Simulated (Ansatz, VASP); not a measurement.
## Two plane-wave programs on HfO2

INCAR

```
PREC     = Accurate       # precision mode
ENCUT    = 520            # plane-wave cutoff, eV
EDIFF    = 1E-7           # SCF threshold, eV
ISMEAR   = -1             # smearing method
SIGMA    = 0.05           # smearing width, eV
LREAL    = False          # projectors in reciprocal space
LASPH    = True           # aspherical terms in the spheres
NELM     = 80             # most SCF steps
ALGO     = Normal         # electronic algorithm
ISIF     = 2              # what is computed and relaxed
LWAVE    = False          # write WAVECAR
LCHARG   = False          # write CHGCAR
GGA      = PS             # functional
NBANDS   = 18             # bands
```

Contents of KPOINTS:

```
regular mesh
0
Gamma
  9 9 9
```

The input POSCAR:

```
HfO2
1.0
    0.0000000000      2.5575000000      2.5575000000
    2.5575000000      0.0000000000      2.5575000000
    2.5575000000      2.5575000000      0.0000000000
Hf O
1 2
Direct
    0.0090260000      0.0007760000     -0.0152430000
    0.7464370000      0.7487370000      0.7572420000
    0.2510910000      0.2400870000      0.2500430000
```

The input input.yaml:

```yaml
crystal:
  lattice:
    - [0.0, 2.5575, 2.5575]
    - [2.5575, 0.0, 2.5575]
    - [2.5575, 2.5575, 0.0]
  atoms:
    - { symbol: Hf, position: [0.009026, 0.000776, -0.015243] }
    - { symbol: O, position: [0.746437, 0.748737, 0.757242] }
    - { symbol: O, position: [0.251091, 0.240087, 0.250043] }
hamiltonian:
  xc: pbesol
  pseudopotentials: { kind: paw }
kpoints:
  mp_grid: { grid: [9, 9, 9] }
scf:
  occupations: { method: fermi_dirac, width: 0.05 }
output:
  forces: true
  stress: true
  eigenvalues: true
```

Change from the starting cell: atoms moved at random, drawn with an rms of 0.05 Å.

Alike in both runs: task single point; functional PBEsol; k mesh 9 × 9 × 9; occupations fermi-dirac, width 0.05 eV; no spin polarisation.

|  | VASP | Ansatz |
| --- | --- | --- |
| version | VASP 6.6.1 | Ansatz 0.2.0 |
| potentials or method | VASP PAW PBE potentials, release 64 (Hf_pv, O) | Ansatz PAW |
| plane-wave cutoff (eV) | 520 | 420 |
| valence electrons in the cell | 22 | 38 |

Ansatz gave:

```
gap on the k mesh at the Fermi level (eV)                     : 3.70
least direct gap on the mesh (eV)                             : 3.81
pressure (GPa)                                                : -9.8
traceless stress, the component that is largest in VASP (GPa) : 0.95
rms of the force components (eV/Å)                            : 0.185
```

Task: What did VASP give for the same quantities?

Result: gap on the k mesh at the Fermi level (eV): 3.71; least direct gap on the mesh (eV): 3.82; pressure (GPa): -13.1; traceless stress, the component that is largest in VASP (GPa): 0.84; rms of the force components (eV/Å): 0.181.

VASP's potentials were made for PBE, not for PBEsol. Atom by atom the forces differ by 0.006 eV/Å (rms over components). With one functional, cell and mesh, what is left measures potentials, basis and numerics. VASP's potentials hold 22 valence electrons a cell and Ansatz's 38, so a difference there can come from the potentials and not from the codes.

Spin-orbit coupling is off throughout. Noted on Ansatz's run: odd divisions of the mesh miss points on the zone boundary, where band edges often lie, so the gap on the mesh can be too wide.
